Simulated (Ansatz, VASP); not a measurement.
# Na: VASP beside Ansatz

```
CELL_PARAMETERS angstrom
3.53099 0.00000 0.00000
-1.76550 3.05793 0.00000
0.00000 0.00000 5.73466
ATOMIC_POSITIONS crystal
Na 0.33333 0.66667 0.25000
Na 0.66667 0.33333 0.75000
```

Change from the starting cell: volume scaled by 0.85, PAW files.

Alike in both runs: task single point; functional PBEsol; k mesh 12 × 12 × 7; occupations fermi-dirac, width 0.08 eV; no spin polarisation.

|  | VASP | Ansatz |
| --- | --- | --- |
| version | VASP 6.6.1 | Ansatz 0.2.0 |
| potentials or method | VASP PAW PBE potentials, release 64 (Na_pv) | PAW with Ansatz's default frozen-core files, scalar-relativistic |
| plane-wave cutoff (eV) | 520 | 420 |
| valence electrons in the cell | 14 | 18 |

|  | VASP | Ansatz | Ansatz less VASP |
| --- | --- | --- | --- |
| pressure (GPa) | 1.7 | 1.7 | 0.00 |

VASP's potentials were made for PBE, not for PBEsol. VASP's potentials hold 14 valence electrons a cell and Ansatz's 18, so a difference there can come from the potentials and not from the codes.
